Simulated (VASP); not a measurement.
A run of VASP 6.6.1 is set up as follows.

File INCAR:

```
SYSTEM = TiCo2
PREC = Accurate
ENCUT = 520
EDIFF = 1E-6
ISMEAR = 0
SIGMA = 0.15
LREAL = .FALSE.
LASPH = .TRUE.
NELM = 100
ALGO = Fast
ISIF = 2
LWAVE = .FALSE.
LCHARG = .TRUE.
GGA = PS
LELF = .TRUE.
LVHAR = .TRUE.
NBANDS = 39
```

The input KPOINTS:

```
Automatic mesh
0
G
  12 12 12
  0 0 0
```

The input POSCAR:

```
TiCo2
1.0
    0.0000000000      3.0142128540      3.1452655868
    3.0142128540      0.0000000000      3.1452655868
    3.0142128540      3.0142128540      0.0000000000
Ti Co
2 4
Direct
    0.5000000000      0.5000000000      0.5000000000
    0.7500000000      0.7500000000      0.7500000000
    0.1250000000      0.1250000000      0.1250000000
    0.6250000000      0.1250000000      0.1250000000
    0.1250000000      0.1250000000      0.6250000000
    0.1250000000      0.6250000000      0.1250000000
```

Potentials or basis: VASP PAW PBE potentials, release 64 (Ti_sv, Co).

Command:

```console
$ cat potpaw_PBE.64/Ti_sv/POTCAR potpaw_PBE.64/Co/POTCAR > POTCAR
$ mpirun -np 1 vasp_std > vasp.out
```

Task: What does it give for the band gap on the k mesh?

Result: Zero (bands 30 and 31 overlap by 0.95 eV).

Task: Predict the pressure.

Result: 73.7 GPa.

Stress tensor (GPa, compression positive):
```
78.44  0.00  0.00
 0.00 78.44  0.00
 0.00  0.00 64.35
```

Caveat: the cell differs from its parent crystal (strain -0.080 along x and y, -0.040 along z); the cell stands under pressure; the PAW data sets were made with another functional, which shifts forces and pressure a little; the run has no spin polarisation, though such a crystal can be magnetic. Spin polarisation is off, so any magnetic state and its effect on volume and gap are missing.
